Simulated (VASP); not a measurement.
# SiC (Pm-3m) in VASP: further runs

The runs below take SiC through vibrations by perturbation theory, with PBE.

All numbers are computed with VASP 6.6.1; they aren't measurements. Logs are shortened: lines on timing, memory, paths and dates and some standing lists are left out, and cuts for length are marked.

### Step 1. The cell of the first run

Symmetry: Pm-3m, No. 221, cubic system. The conventional cell has a = 2.638 Å, b = 2.638 Å, c = 2.638 Å, α = 90.00°, β = 90.00°, γ = 90.00°. C (site symmetry m-3m) has 8 Si at 2.28 Å and 6 C at 2.64 Å within 3.0 Å. Within 3.0 Å of Si (site symmetry m-3m) lie 8 C at 2.28 Å and 6 Si at 2.64 Å.

### Step 2. Vibrations by perturbation theory, PBE

INCAR

```
ALGO = Normal
EDIFF = 1E-8
ENCUT = 520
GGA = PE
IBRION = 8
ISIF = 2
ISMEAR = -1
LASPH = T
LCHARG = F
LREAL = F
LWAVE = F
NELM = 100
NSW = 1
PREC = Accurate
SIGMA = 0.15
```

KPOINTS

```
k-points
0
Gamma
  16 16 16
```

POSCAR

```
SiC
1.0
    2.6382000000      0.0000000000      0.0000000000
    0.0000000000      2.6382000000      0.0000000000
    0.0000000000      0.0000000000      2.6382000000
C Si
1 1
Direct
    0.0000000000      0.0000000000      0.0000000000
    0.5000000000      0.5000000000      0.5000000000
```

Potentials or basis: VASP PAW PBE potentials, release 64 (C, Si).

Launch:

```bash
$ cat potpaw_PBE.64/C/POTCAR potpaw_PBE.64/Si/POTCAR > POTCAR
$ mpirun -np 1 vasp_std > vasp.out
```

OUTCAR:

```text
EDIFF = 1E-8
   ENCUT = 520
   GGA = PE
   IBRION = 8
   ISIF = 2
   ISMEAR = -1
   LASPH = T
   LREAL = F
   NELM = 100
   NSW = 1
   PREC = Accurate

 ion  position               nearest neighbor table
   1  0.000  0.000  0.000-   2 2.28   2 2.28   2 2.28   2 2.28   2 2.28   2 2.28   2 2.28   2 2.28

   2  0.500  0.500  0.500-   1 2.28   1 2.28   1 2.28   1 2.28   1 2.28   1 2.28   1 2.28   1 2.28

  LATTYP: Found a simple cubic cell.
 ALAT       =     2.6382000000

  Lattice vectors:

 A1 = (   2.6382000000,   0.0000000000,   0.0000000000)
 A2 = (   0.0000000000,   2.6382000000,   0.0000000000)
 A3 = (   0.0000000000,   0.0000000000,   2.6382000000)

Analysis of symmetry for initial positions (statically):
=====================================================================
 Subroutine PRICEL returns:
 Original cell was already a primitive cell.

 Routine SETGRP: Setting up the symmetry group for a
 simple cubic supercell.

 Subroutine GETGRP returns: Found 48 space group operations
 (whereof 48 operations were pure point group operations)
 out of a pool of 48 trial point group operations.

The static configuration has the point symmetry O_h .

Analysis of symmetry for dynamics (positions and initial velocities):
=====================================================================
 Subroutine PRICEL returns:
 Original cell was already a primitive cell.

 Routine SETGRP: Setting up the symmetry group for a
 simple cubic supercell.

 Subroutine GETGRP returns: Found 48 space group operations
 (whereof 48 operations were pure point group operations)
 out of a pool of 48 trial point group operations.

The dynamic configuration has the point symmetry O_h .

 Subroutine INISYM returns: Found 48 space group operations
 (whereof 48 operations are pure point group operations),
 and found     1 'primitive' translations

----------------------------------------------------------------------------------------

                                     Primitive cell

  volume of cell :      18.3621

  direct lattice vectors                    reciprocal lattice vectors
     2.638200000  0.000000000  0.000000000     0.379046319  0.000000000  0.000000000
     0.000000000  2.638200000  0.000000000     0.000000000  0.379046319  0.000000000
     0.000000000  0.000000000  2.638200000     0.000000000  0.000000000  0.379046319

  length of vectors
     2.638200000  2.638200000  2.638200000     0.379046319  0.379046319  0.379046319

  position of ions in fractional coordinates (direct lattice)
     0.000000000  0.000000000  0.000000000
     0.500000000  0.500000000  0.500000000

  ion indices of the primitive-cell ions
   primitive index   ion index
                 1           1
                 2           2

----------------------------------------------------------------------------------------

 KPOINTS: k-points

Automatic generation of k-mesh.
 Grid dimensions read from file:
 generate k-points for:   16   16   16

 Generating k-lattice:

  Cartesian coordinates                     Fractional coordinates (reciprocal lattice)
     0.023690395  0.000000000  0.000000000     0.062500000  0.000000000  0.000000000
     0.000000000  0.023690395  0.000000000     0.000000000  0.062500000  0.000000000
     0.000000000  0.000000000  0.023690395     0.000000000  0.000000000  0.062500000

  Length of vectors
     0.023690395  0.023690395  0.023690395

  Shift w.r.t. Gamma in fractional coordinates (k-lattice)
     0.000000000  0.000000000  0.000000000

 Subroutine IBZKPT returns following result:
 ===========================================

 Found    165 irreducible k-points:
[... 71 lines left out ...]
   GGA     = PE    functional components
   LHFCALC =     F    Hartree Fock is set to
   AEXX    =    0.0000 exact exchange contribution
   IVDW    =     0    specifies the selected vdW correction
   LEPSILON=     F    determine dielectric tensor
   LRPA    =     F    only Hartree local field effects (RPA)
 non-spin polarized calculation
  energy-cutoff  :      520.00
  volume of cell :       18.36
 maximum number of plane-waves:       512
 NGX is ok and might be reduce to    20
   NGX =  9   NGY =  9   NGZ =  9

--------------------------------------- Ionic step        1  -------------------------------------------

 number of electron       7.9999999 magnetization

 Free energy of the ion-electron system (eV)
  ---------------------------------------------------
  ext. energy  EPLUGINS =         0.00000000
  ---------------------------------------------------
  free energy    TOTEN  =       -10.93848176 eV

  energy without entropy =      -10.87604289  energy(sigma->0) =      -10.90726233

 E-fermi :  11.2457     XC(G=0): -12.4123

 val. band max:       11.2064183409   @ k =   0.3750   0.3125   0.1250
 cond. band min:      11.2494333302   @ k =   0.4375   0.4375   0.3750
 fundamental gap:      0.0430149894
 Fermi energy:        11.2457348743

 k-point     1 :       0.0000    0.0000    0.0000
  band No.  band energies     occupation
      1      -6.3278      2.00000
      2      10.1209      1.99889
      3      10.1209      1.99889
      4      10.1209      1.99889
      5      12.7715      0.00008
      6      16.1982      0.00000
      7      16.1982      0.00000
      8      24.0050      0.00000
[... 243 lines left out ...]
 k-point    24 :       0.5000    0.1250    0.0000
  band No.  band energies     occupation
      1      -1.9563      2.00000
      2      -0.3736      2.00000
      3      10.4521      1.98998
      4      12.3120      0.00163
      5      14.5099      0.00000
      6      17.2568      0.00000
      7      18.5966      0.00000
      8      19.0706      0.00000

 [... further k-points ...]
[... 5 lines left out ...]
  --------------------------------------------------------------------------------------
  -------------------------------------------------------------------------------------
  Total        0.1083402      0.1083402      0.1083402     -0.0000000     -0.0000000      0.0000000
  in kB        9.4531655      9.4531655      9.4531655     -0.0000000     -0.0000000      0.0000000
  external PRESSURE =       9.4531655 kB  Pullay stress =       0.0000000 kB

 VOLUME and BASIS-vectors are now :
 -----------------------------------------------------------------------------
  energy-cutoff  :      520.00
  volume of cell :       18.36
      direct lattice vectors                 reciprocal lattice vectors
     2.638200000  0.000000000  0.000000000     0.379046319  0.000000000  0.000000000
     0.000000000  2.638200000  0.000000000     0.000000000  0.379046319  0.000000000
     0.000000000  0.000000000  2.638200000     0.000000000  0.000000000  0.379046319

 POSITION                                       TOTAL-FORCE (eV/Angst)
 -----------------------------------------------------------------------------------
      0.00000      0.00000      0.00000         0.000000      0.000000      0.000000
      1.31910      1.31910      1.31910         0.000000      0.000000      0.000000
 -----------------------------------------------------------------------------------
    total drift:                                0.000000      0.000000     -0.000000

  FREE ENERGIE OF THE ION-ELECTRON SYSTEM (eV)
  ---------------------------------------------------
  free  energy   TOTEN  =       -10.9384817605 eV

  energy  without entropy=      -10.8760428929  energy(sigma->0) =      -10.90726233

[... ionic steps 2 to 3 ...]

--------------------------------------- Ionic step        4  -------------------------------------------

------------------------ aborting loop because EDIFF is reached ----------------------------------------

[... ionic steps 5 to 6 ...]

--------------------------------------- Ionic step        7  -------------------------------------------

 Free energy of the ion-electron system (eV)
  ---------------------------------------------------
  ---------------------------------------------------
  free energy    TOTEN  =        -0.01252275 eV

  energy without entropy =       -0.01252276

------------------------ aborting loop because EDIFF is reached ----------------------------------------

 INTERNAL STRAIN TENSOR  FOR ION    2  DIRECTION 1   (eV/Angst):
 -----------------------------------------------------------------------------
     0.02344  0.00000  0.00000
     0.00000 -0.01655  0.00000
     0.00000  0.00000 -0.01655

 INTERNAL STRAIN TENSOR FOR ION    2 for displacements in x,y,z  (eV/Angst):
          X           Y           Z          XY          YZ          ZX
  --------------------------------------------------------------------------------
  x     0.00000     0.00000     0.00000     0.00000     0.00000     0.00000
  y     0.00000     0.00000     0.00000     0.00000     0.00000     0.00000
  z     0.00000     0.00000     0.00000     0.00000     0.00000     0.00000

 SECOND DERIVATIVES (NOT SYMMETRIZED)
 ------------------------------------
               1X          1Y          1Z          2X          2Y          2Z
  1X     3.720948    0.000000   -0.000000   -3.720948   -0.000000    0.000000
  1Y     0.000000    3.720948    0.000000   -0.000000   -3.720948   -0.000000
  1Z    -0.000000   -0.000000    3.720948    0.000000    0.000000   -3.720948
  2X    -3.720909   -0.000000   -0.000000    3.720909    0.000000    0.000000
  2Y    -0.000000   -3.720909   -0.000000    0.000000    3.720909    0.000000
  2Z    -0.000000   -0.000000   -3.720909    0.000000    0.000000    3.720909

 Eigenvectors and eigenvalues of the dynamical matrix
 ----------------------------------------------------

   1 f  =    0.000025 THz     0.000160 2PiTHz    0.000849 cm-1     0.000105 meV
             X         Y         Z           dx          dy          dz
      0.000000  0.000000  0.000000    -0.292522    0.245433    0.392106
      1.319100  1.319100  1.319100    -0.447310    0.375304    0.599589
[... 21 lines left out ...]
   6 f/i=   10.396821 THz    65.325156 2PiTHz  346.800634 cm-1    42.997779 meV
             X         Y         Z           dx          dy          dz
      0.000000  0.000000  0.000000     0.591796   -0.591796   -0.000000
      1.319100  1.319100  1.319100    -0.387010    0.387010    0.000000

--------------------------------------------------------------------------------------------------------

 ELASTIC MODULI CONTR FROM IONIC RELAXATION (kBar)
 Direction    XX          YY          ZZ          XY          YZ          ZX
 --------------------------------------------------------------------------------
 XX           0.0000      0.0000      0.0000      0.0000      0.0000      0.0000
 YY           0.0000      0.0000      0.0000      0.0000      0.0000      0.0000
 ZZ           0.0000      0.0000      0.0000      0.0000      0.0000      0.0000
 XY           0.0000      0.0000      0.0000      0.0000      0.0000      0.0000
 YZ           0.0000      0.0000      0.0000      0.0000      0.0000      0.0000
 ZX           0.0000      0.0000      0.0000      0.0000      0.0000      0.0000
 --------------------------------------------------------------------------------
```

Run time: 2 min. Hardware: 1 thread of Intel Xeon 8259CL, shared host; peak memory 0.26 GiB.

What came out:

- Highest phonon frequency at Γ, LO-TO splitting left out: 0 cm⁻¹
- Most unstable mode: 347i cm⁻¹

Phonon frequencies in cm⁻¹ (negative: imaginary):
| q point | frequencies |
| --- | --- |
| (0.000, 0.000, 0.000) | -347 -347 -347 0 0 0 |

Caveat: some modes are imaginary.

(Continued in part 2 of 2.)
